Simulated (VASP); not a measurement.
# Ir12Cl in VASP: a series of runs, part 2 of 2

VASP 6.6.1. Earlier steps stand in the parts before.

### 5 Single point, PBE+D3(BJ)

INCAR

```
SYSTEM = Ir12Cl
  ALGO = Normal
  EDIFF = 1E-7
  ENCUT = 520
  GGA = PE
  ISIF = 2
  ISMEAR = -1
  IVDW = 12
  LASPH = .TRUE.
  LCHARG = .TRUE.
  LELF = .TRUE.
  LREAL = .FALSE.
  LVHAR = .TRUE.
  LWAVE = .FALSE.
  NBANDS = 70
  NELM = 60
  PREC = Accurate
  SIGMA = 0.05
```

KPOINTS

```
k-points
0
G
  3 3 1
  0 0 0
```

POSCAR

```
Ir12Cl
1.0
    5.4305800000      0.0000000000      0.0000000000
    2.7152900000      4.7030200000      0.0000000000
    0.0000000000      0.0000000000     16.4340500000
Ir Cl
12 1
Direct
    0.1666622785      0.1666588703      0.0608492733
    0.6666641199      0.1666588703      0.0608492733
    0.1666734694      0.6666567440      0.0608492733
    0.6666753109      0.6666567440      0.0608492733
   -0.1607690824      0.3446296210      0.1798643670
    0.3098894864      0.3336366845      0.1916873808
   -0.2017367181      0.8562795821      0.1917056356
    0.3023813669      0.8564071597      0.1949732415
    0.0182679435      0.0259620414      0.3273082411
    0.5726201878     -0.0067616128      0.3342511432
    0.0215025347      0.5560469656      0.3202618953
    0.5244778890      0.5456068654      0.3152783398
    0.9698568055     -0.7524739423      0.4518545337
```

Potentials or basis: VASP PAW PBE potentials, release 64 (Ir, Cl).

Run with:

```sh
> cat potpaw_PBE.64/Ir/POTCAR potpaw_PBE.64/Cl/POTCAR > POTCAR
> mpirun -np 1 vasp_std > vasp.out
```

OUTCAR:

```text
SYSTEM = Ir12Cl
   EDIFF = 1E-7
   ENCUT = 520
   GGA = PE
   ISIF = 2
   ISMEAR = -1
   IVDW = 12
   LASPH = .TRUE.
   LREAL = .FALSE.
   NELM = 60
   PREC = Accurate
 IVDW          = 12

 ion  position               nearest neighbor table
   1  0.167  0.167  0.061-   5 2.49   6 2.60   8 2.65   4 2.72   3 2.72   2 2.72   2 2.72   3 2.72
                             4 2.72
   2  0.667  0.167  0.061-   5 2.56   7 2.60   3 2.72   4 2.72   1 2.72   1 2.72   4 2.72   3 2.72
                             6 2.73
[... 590 lines left out ...]
 -----------------------------------------------------------------------------
  energy-cutoff  :      520.00
  volume of cell :      419.73
      direct lattice vectors                 reciprocal lattice vectors
     5.430580000  0.000000000  0.000000000     0.184142394 -0.106314666  0.000000000
     2.715290000  4.703020000  0.000000000     0.000000000  0.212629332  0.000000000
     0.000000000  0.000000000 16.434050000     0.000000000  0.000000000  0.060849273

 POSITION                                       TOTAL-FORCE (eV/Angst)
 -----------------------------------------------------------------------------------
      1.35760      0.78380      1.00000         0.490352     -0.754615     -1.676262
      4.07290      0.78380      1.00000        -0.527739     -0.004472     -0.958927
      2.71530      3.13530      1.00000        -0.302592      0.433160      0.137622
      5.43060      3.13530      1.00000        -0.385973      1.073036     -1.505466
      5.49328      1.62080      2.95590        -2.189267      0.107577      3.059541
      2.58880      1.56910      3.15020         2.740153      0.887611     -0.034434
      6.66008      4.02710      3.15050         1.883299     -0.328180     -0.020338
      3.96750      4.02770      3.20420         0.647467     -0.771096     -1.507192
      0.16970      0.12210      5.37900         0.727300      1.178948     -0.138208
      5.80659      4.67122      5.49310        -2.374384      2.491525     -0.528402
      1.62660      2.61510      5.26320        -0.563860     -2.710196      1.284365
      4.32970      2.56600      5.18130        -0.347305     -1.750525      1.536132
      5.93899      1.16412      7.42580         0.202549      0.147228      0.351567
 -----------------------------------------------------------------------------------
    total drift:                                0.000028     -0.000247      0.000436

  FREE ENERGIE OF THE ION-ELECTRON SYSTEM (eV)
  ---------------------------------------------------
  free  energy   TOTEN  =      -105.8307039800 eV

  energy  without entropy=     -105.6638794997  energy(sigma->0) =     -105.74729174
```

OSZICAR:

```text
N       E                     dE             d eps       ncg     rms          rms(c)
DAV:   1     0.118330384908E+04    0.11833E+04   -0.47462E+04   700   0.145E+03
DAV:   2     0.228139705451E+02   -0.11605E+04   -0.10920E+04   714   0.444E+02
DAV:   3    -0.977661204408E+02   -0.12058E+03   -0.11298E+03   960   0.131E+02
[... 26 lines left out ...]
DAV:  30    -0.996152579435E+02   -0.90765E-06   -0.94859E-08   420   0.160E-03    0.231E-03
DAV:  31    -0.996152585693E+02   -0.62589E-06   -0.73273E-08   450   0.121E-03    0.183E-03
DAV:  32    -0.996152589867E+02   -0.41738E-06   -0.95620E-08   460   0.117E-03    0.769E-04
DAV:  33    -0.996152591210E+02   -0.13432E-06   -0.37342E-08   424   0.693E-04    0.396E-04
DAV:  34    -0.996152591679E+02   -0.46874E-07   -0.10791E-08   404   0.534E-04
   1 F= -.10583070E+03 E0= -.10574729E+03  d E =-.166824E+00
```

It took 11 min on 1 thread of Intel Xeon 8259CL, shared host; peak memory 0.54 GiB.

What came out:

- Free energy: -105.8307 eV
- Largest force: 3.764 eV/Å
- Band gap on the k mesh: zero (an odd number of electrons rules out a gap without spin polarisation)
- Dispersion energy per atom: -0.478 eV

Forces in eV/Å, atoms in the order of the input:
```
Ir   0.490 -0.755 -1.676
Ir  -0.528 -0.004 -0.959
Ir  -0.303  0.433  0.138
Ir  -0.386  1.073 -1.505
Ir  -2.189  0.108  3.060
Ir   2.740  0.888 -0.034
Ir   1.883 -0.328 -0.020
Ir   0.647 -0.771 -1.507
Ir   0.727  1.179 -0.138
Ir  -2.374  2.492 -0.528
Ir  -0.564 -2.710  1.284
Ir  -0.347 -1.751  1.536
Cl   0.203  0.147  0.352
```

Levels at points of the mesh, in eV from the Fermi level:
```tsv
k point	band 54	band 55	band 56	band 57	band 58	band 59	band 60	band 61	band 62	band 63
(0.00, 0.00, 0.00)	0.32	0.36	0.46	0.49	0.64	0.70	0.87	0.94	1.04	1.20
```

Caveat: the k points lie up to 0.45 Å⁻¹ apart, too coarse for converged energies and pressures of a metal; the atoms stand as in a frame of molecular dynamics; there is no dipole correction, which matters where the two faces differ; spin-orbit coupling is left out, which moves the levels of the heavy elements.

### 6 Summary

```csv
cell,gap on the mesh (eV),largest force (eV/Å)
"as given, atomic positions A",none,2.83
"as given, atomic positions B",none,4.07
"as given, atomic positions C",none,4.52
"as given, atomic positions D",none,3.76
```

Alike in all rows: task single point; level PBE+D3(BJ); potentials or basis VASP PAW PBE potentials, release 64 (Ir, Cl); no spin polarisation; k mesh 3 × 3 × 1; cutoff (eV) 520; smearing fermi-dirac 0.05 eV.

Caveats: all runs use coarse meshes; there is no dipole correction, which matters where the two faces differ; spin-orbit coupling is left out, which moves the levels of the heavy elements; the atoms stand as in a frame of molecular dynamics (at least some runs).

Total energies depend on the potentials used, so only differences within one code and one set of settings carry meaning.
